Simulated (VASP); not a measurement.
# Mg (R-3m) in VASP: single point with PBE

Aim: the single point of Mg with PBE.

Everything below comes from runs of VASP 6.6.1. Logs are shortened: lines on timing, memory, paths and dates and some standing lists are left out, and cuts for length are marked.

**1. The cell of the first run**

It takes space group R-3m (No. 166, trigonal). Conventional cell: a = 4.218 Å, b = 4.218 Å, c = 2.506 Å, α = 90.00°, β = 90.00°, γ = 120.00°. Mg (site symmetry -3m) has 14 Mg at 2.51 to 2.95 Å within 3.3 Å.

**2. Single point, PBE (equal xy, yz and zx shear strains of -2 %)**

Contents of INCAR:

```
PREC = Accurate ; ENCUT = 520
EDIFF = 1E-6 ; ISMEAR = -1
SIGMA = 0.05 ; LREAL = False
LASPH = True ; NELM = 60
ALGO = Normal ; ISIF = 2
LWAVE = False ; LCHARG = False
GGA = PE ; NBANDS = 7
```

Contents of KPOINTS:

```
Automatic mesh
0
Gamma
  16 16 16
```

Contents of POSCAR:

```
Mg
1.0
   -1.5060300000      1.4765000000      1.4765000000
    1.4765000000     -1.5060300000      1.4765000000
    1.4765000000      1.4765000000     -1.5060300000
Mg
1
Direct
    0.0000000000      0.0000000000      0.0000000000
```

Potentials or basis: VASP PAW PBE potentials, release 64 (Mg).

Started as:

```console
> cat potpaw_PBE.64/Mg/POTCAR > POTCAR
> mpirun -np 1 vasp_std > vasp.out
```

OUTCAR:

```text
PREC = Accurate
   ENCUT = 520
   EDIFF = 1E-6
   ISMEAR = -1
   LREAL = False
   LASPH = True
   NELM = 60
   ISIF = 2
   GGA = PE

 ion  position               nearest neighbor table
   1  0.000  0.000  0.000-

  LATTYP: Found a trigonal (rhomboedric) cell.
 ALAT       =     2.5745350766
 COS(alpha) =    -0.3420602552

  Lattice vectors:

 A1 = (  -1.5060300000,   1.4765000000,   1.4765000000)
 A2 = (   1.4765000000,  -1.5060300000,   1.4765000000)
 A3 = (   1.4765000000,   1.4765000000,  -1.5060300000)

Analysis of symmetry for initial positions (statically):
=====================================================================
 Subroutine PRICEL returns:
 Original cell was already a primitive cell.

 Routine SETGRP: Setting up the symmetry group for a
 trigonal (rhombohedral) supercell.

 Subroutine GETGRP returns: Found 12 space group operations
 (whereof 12 operations were pure point group operations)
 out of a pool of 12 trial point group operations.

The static configuration has the point symmetry D_3d.

Analysis of symmetry for dynamics (positions and initial velocities):
=====================================================================
 Subroutine PRICEL returns:
 Original cell was already a primitive cell.

 Routine SETGRP: Setting up the symmetry group for a
 trigonal (rhombohedral) supercell.

 Subroutine GETGRP returns: Found 12 space group operations
 (whereof 12 operations were pure point group operations)
 out of a pool of 12 trial point group operations.

The dynamic configuration has the point symmetry D_3d.

 Subroutine INISYM returns: Found 12 space group operations
 (whereof 12 operations are pure point group operations),
 and found     1 'primitive' translations

----------------------------------------------------------------------------------------

                                     Primitive cell

  volume of cell :      12.8715

  direct lattice vectors                    reciprocal lattice vectors
    -1.506030000  1.476500000  1.476500000     0.006842568  0.342128382  0.342128382
     1.476500000 -1.506030000  1.476500000     0.342128382  0.006842568  0.342128382
     1.476500000  1.476500000 -1.506030000     0.342128382  0.342128382  0.006842568

  length of vectors
     2.574535077  2.574535077  2.574535077     0.483890980  0.483890980  0.483890980

  position of ions in fractional coordinates (direct lattice)
     0.000000000  0.000000000  0.000000000

  ion indices of the primitive-cell ions
   primitive index   ion index
                 1           1

----------------------------------------------------------------------------------------

 KPOINTS: Automatic mesh

Automatic generation of k-mesh.
 Grid dimensions read from file:
 generate k-points for:   16   16   16

 Generating k-lattice:

  Cartesian coordinates                     Fractional coordinates (reciprocal lattice)
     0.000427660  0.021383024  0.021383024     0.062500000  0.000000000  0.000000000
     0.021383024  0.000427660  0.021383024     0.000000000  0.062500000  0.000000000
     0.021383024  0.021383024  0.000427660     0.000000000  0.000000000  0.062500000

  Length of vectors
     0.030243186  0.030243186  0.030243186

  Shift w.r.t. Gamma in fractional coordinates (k-lattice)
     0.000000000  0.000000000  0.000000000

 Subroutine IBZKPT returns following result:
 ===========================================

 Found    417 irreducible k-points:

 Following reciprocal coordinates:
            Coordinates               Weight
  0.000000  0.000000  0.000000      1.000000
  0.062500  0.000000  0.000000      6.000000
  0.125000  0.000000  0.000000      6.000000
  0.187500  0.000000  0.000000      6.000000
  0.250000  0.000000  0.000000      6.000000
  0.312500  0.000000  0.000000      6.000000
[... 16 lines left out ...]
 -0.125000  0.062500 -0.000000     12.000000
 -0.062500  0.062500  0.000000      6.000000
 [... further k-points ...]
   k-points           NKPTS =    417   k-points in BZ     NKDIM =    417   number of bands    NBANDS=      7
   number of dos      NEDOS =    301   number of ions     NIONS =      1
   total plane-waves  NPLWV =   8000
   dimension x,y,z NGX =    20 NGY =   20 NGZ =   20
   dimension x,y,z NGXF=    40 NGYF=   40 NGZF=   40
   ions per type =               1
   NGX,Y,Z   is equivalent  to a cutoff of  12.91, 12.91, 12.91 a.u.
   NGXF,Y,Z  is equivalent  to a cutoff of  25.83, 25.83, 25.83 a.u.
 SYSTEM =  unknown system
   PREC   = accura    normal or accurate (medium, high low for compatibility)
   ISTART =      0    job   : 0-new  1-cont  2-samecut
   ICHARG =      2    charge: 1-file 2-atom 10-const
   ISPIN  =      1    spin polarized calculation?
   LNONCOLLINEAR =      F non collinear calculations
   LSORBIT =      F    spin-orbit coupling
   LASPH  =      T    aspherical Exc in radial PAW
   ENCUT  =  520.0 eV  38.22 Ry    6.18 a.u.   4.79  4.79  4.79*2*pi/ulx,y,z
   NELM   =     60;   NELMIN=  2; NELMDL= -5     # of ELM steps
   EDIFF  = 0.1E-05   stopping-criterion for ELM
   LREAL  =      F    real-space projection
   EDIFFG = 0.1E-04   stopping-criterion for IOM
   NSW    =      0    number of steps for IOM
   IBRION =     -1    ionic relax: 0-MD 1-quasi-New 2-CG
   NFREE  =      0    steps in history (QN), initial steepest desc. (CG)
   ISIF   =      2    stress and relaxation
   ISYM   =      2    0-nonsym 1-usesym 2-fastsym
   POTIM  = 0.5000    time-step for ionic-motion
   TEBEG  =    0.0;   TEEND  =   0.0 temperature during run
   PSTRESS=    0.0 pullay stress
   NELECT =       2.0000    total number of electrons
   NUPDOWN=      -1.0000    fix difference up-down
   EMIN   =  10.00;   EMAX   =-10.00  energy-range for DOS
   EFERMI =   0.00;   METHOD = LEGACY
   ISMEAR =    -1;   SIGMA  =   0.05  broadening in eV -4-tet -1-fermi 0-gaus
   EFERMI_NEDOS =   21; number of points for ismear=-14 and -15
   IALGO  =     38    algorithm
   IMIX   =      4    mixing-type and parameters
     AMIX     =   0.40;   BMIX     =  1.00
     AMIX_MAG =   1.60;   BMIX_MAG =  1.00
  volume/ion in A,a.u.               =      12.87        86.86
  Fermi-wavevector in a.u.,A,eV,Ry     =   0.880120  1.663185 10.539220  0.774611
  Thomas-Fermi vector in A             =   2.000437
   LORBIT       =      0    0 simple, 1 ext, 2 COOP (PROOUT), +10 PAW based schemes
   GGA     = PE    functional components
   LHFCALC =     F    Hartree Fock is set to
   AEXX    =    0.0000 exact exchange contribution
   IVDW    =     0    specifies the selected vdW correction
   LEPSILON=     F    determine dielectric tensor
   LRPA    =     F    only Hartree local field effects (RPA)
 non-spin polarized calculation
  energy-cutoff  :      520.00
  volume of cell :       12.87
 maximum number of plane-waves:       370
   NGX =  9   NGY =  9   NGZ =  9

 number of electron       2.0000000 magnetization

 Free energy of the ion-electron system (eV)
  ---------------------------------------------------
  ext. energy  EPLUGINS =         0.00000000
  ---------------------------------------------------
  free energy    TOTEN  =        -0.24378990 eV

  energy without entropy =       -0.24174420  energy(sigma->0) =       -0.24276705

 E-fermi :   6.5618     XC(G=0): -10.4961

 val. band max:        6.5340835289   @ k =   0.4375   0.3750   0.0625
 cond. band min:       6.5962817098   @ k =   0.3125   0.3125   0.0625
 fundamental gap:      0.0621981809
 Fermi energy:         6.5617807209

 k-point     1 :       0.0000    0.0000    0.0000
  band No.  band energies     occupation
      1      -3.2687      2.00000
      2      23.7673      0.00000
      3      24.0396      0.00000
      4      24.0396      0.00000
      5      26.9298      0.00000
      6      26.9298      0.00000
      7      27.9547      0.00000

 k-point     2 :       0.0625    0.0000    0.0000
  band No.  band energies     occupation
      1      -3.1296      2.00000
      2      22.9685      0.00000
      3      23.2805      0.00000
      4      23.7785      0.00000
      5      25.4278      0.00000
      6      25.9784      0.00000
      7      28.8915      0.00000

 k-point     3 :       0.1250    0.0000    0.0000
  band No.  band energies     occupation
      1      -2.7144      2.00000
      2      20.3049      0.00000
      3      21.9115      0.00000
      4      23.3489      0.00000
      5      24.6965      0.00000
      6      25.0686      0.00000
      7      29.9603      0.00000

 k-point     4 :       0.1875    0.0000    0.0000
  band No.  band energies     occupation
      1      -2.0297      2.00000
      2      17.3644      0.00000
      3      20.5819      0.00000
      4      22.8563      0.00000
      5      23.5730      0.00000
      6      25.0378      0.00000
      7      30.5199      0.00000

 k-point     5 :       0.2500    0.0000    0.0000
  band No.  band energies     occupation
      1      -1.0858      2.00000
      2      14.5506      0.00000
      3      19.4427      0.00000
      4      22.3915      0.00000
      5      22.6575      0.00000
      6      24.8881      0.00000
      7      30.9813      0.00000

 k-point     6 :       0.3125    0.0000    0.0000
  band No.  band energies     occupation
      1       0.1029      2.00000
      2      11.9205      0.00000
      3      18.5378      0.00000
      4      21.9549      0.00000
      5      22.0071      0.00000
      6      24.5715      0.00000
      7      31.4562      0.00000

 k-point     7 :       0.3750    0.0000    0.0000
  band No.  band energies     occupation
      1       1.5166      2.00000
      2       9.4900      0.00000
      3      17.8843      0.00000
      4      21.4602      0.00000
      5      21.7259      0.00000
      6      24.2072      0.00000
      7      31.9304      0.00000

 k-point     8 :       0.4375    0.0000    0.0000
  band No.  band energies     occupation
      1       3.1129      2.00000
      2       7.2902      0.00000
      3      17.4899      0.00000
      4      21.1668      0.00000
      5      21.5562      0.00000
      6      23.9322      0.00000
      7      32.3146      0.00000

 k-point     9 :       0.5000    0.0000    0.0000
  band No.  band energies     occupation
      1       4.3955      2.00000
      2       5.8076      2.00000
      3      17.3581      0.00000
      4      21.0696      0.00000
      5      21.4995      0.00000
      6      23.8315      0.00000
      7      32.4690      0.00000

 k-point    10 :       0.0625    0.0625   -0.0000
  band No.  band energies     occupation
      1      -2.8469      2.00000
      2      21.5642      0.00000
      3      21.9280      0.00000
      4      23.5111      0.00000
      5      24.4349      0.00000
      6      25.8083      0.00000
      7      28.9925      0.00000

 k-point    11 :       0.1250    0.0625    0.0000
  band No.  band energies     occupation
      1      -2.2915      2.00000
      2      18.7861      0.00000
      3      20.4544      0.00000
      4      23.0168      0.00000
      5      23.9304      0.00000
      6      25.6725      0.00000
      7      29.8122      0.00000
[... 51 lines left out ...]
 k-point    17 :       0.5000    0.0625   -0.0000
  band No.  band energies     occupation
      1       3.9707      2.00000
      2       6.4538      1.79331
      3      16.4413      0.00000
      4      20.9098      0.00000
      5      21.7456      0.00000
      6      25.0312      0.00000
      7      31.7504      0.00000

 k-point    18 :      -0.4375    0.0625    0.0000
  band No.  band energies     occupation
      1       2.3555      2.00000
      2       8.4710      0.00000
      3      16.6417      0.00000
      4      21.0371      0.00000
      5      21.9949      0.00000
      6      25.2165      0.00000
      7      31.2736      0.00000

 k-point    19 :      -0.3750    0.0625    0.0000
  band No.  band energies     occupation
      1       0.8485      2.00000
      2      10.7805      0.00000
      3      17.0913      0.00000
      4      21.3180      0.00000
      5      22.4358      0.00000
      6      25.4866      0.00000
      7      30.6216      0.00000

 k-point    20 :      -0.3125    0.0625    0.0000
  band No.  band energies     occupation
      1      -0.4486      2.00000
      2      13.2857      0.00000
      3      17.7871      0.00000
      4      21.7363      0.00000
      5      23.0508      0.00000
      6      25.7332      0.00000
      7      30.1224      0.00000

 k-point    21 :      -0.2500    0.0625    0.0000
  band No.  band energies     occupation
      1      -1.5100      2.00000
      2      15.9546      0.00000
      3      18.7276      0.00000
      4      22.2699      0.00000
      5      23.7687      0.00000
      6      25.8904      0.00000
      7      29.9674      0.00000

 k-point    22 :      -0.1875    0.0625    0.0000
  band No.  band energies     occupation
      1      -2.3190      2.00000
      2      18.6946      0.00000
      3      19.9363      0.00000
      4      22.8812      0.00000
      5      24.3865      0.00000
      6      26.1532      0.00000
      7      30.0122      0.00000

 k-point    23 :      -0.1250    0.0625   -0.0000
  band No.  band energies     occupation
      1      -2.8636      2.00000
      2      20.9226      0.00000
      3      21.7174      0.00000
      4      23.4826      0.00000
      5      24.8634      0.00000
      6      26.6005      0.00000
      7      29.6461      0.00000

 k-point    24 :      -0.0625    0.0625    0.0000
  band No.  band energies     occupation
      1      -3.1352      2.00000
      2      22.4019      0.00000
      3      23.1517      0.00000
      4      23.8521      0.00000
      5      26.1446      0.00000
      6      26.1937      0.00000
      7      29.2333      0.00000

 [... further k-points ...]
[... 5 lines left out ...]
  --------------------------------------------------------------------------------------
  -------------------------------------------------------------------------------------
  Total        5.1073268      5.1073268      5.1073268      0.2087959      0.2087959      0.2087959
  in kB      635.7334464    635.7334464    635.7334464     25.9898284     25.9898284     25.9898284
  external PRESSURE =     635.7334464 kB  Pullay stress =       0.0000000 kB

 VOLUME and BASIS-vectors are now :
 -----------------------------------------------------------------------------
  energy-cutoff  :      520.00
  volume of cell :       12.87
      direct lattice vectors                 reciprocal lattice vectors
    -1.506030000  1.476500000  1.476500000     0.006842568  0.342128382  0.342128382
     1.476500000 -1.506030000  1.476500000     0.342128382  0.006842568  0.342128382
     1.476500000  1.476500000 -1.506030000     0.342128382  0.342128382  0.006842568

 POSITION                                       TOTAL-FORCE (eV/Angst)
 -----------------------------------------------------------------------------------
      0.00000      0.00000      0.00000        -0.000000     -0.000000      0.000000
 -----------------------------------------------------------------------------------
    total drift:                                0.000000      0.000000      0.000000

  FREE ENERGIE OF THE ION-ELECTRON SYSTEM (eV)
  ---------------------------------------------------
  free  energy   TOTEN  =        -0.2437898986 eV

  energy  without entropy=       -0.2417442031  energy(sigma->0) =       -0.24276705
```

Run time: 14 s. Hardware: 1 thread of Intel Xeon Platinum 8488C (Sapphire Rapids), shared host; peak memory 0.15 GiB.

Results:

| Item | Value |
| --- | --- |
| Free energy | -0.2438 eV |
| Pressure | 63.6 GPa |
| Band gap on the k mesh | zero (band 1 reaches 10.48 eV, above the bottom of band 2 at 5.50 eV) |

Stress tensor (GPa, compression positive):
```
63.57  2.60  2.60
 2.60 63.57  2.60
 2.60  2.60 63.57
```

Caveat: the cell differs from its parent crystal (equal xy, yz and zx shear strains of -2 %).
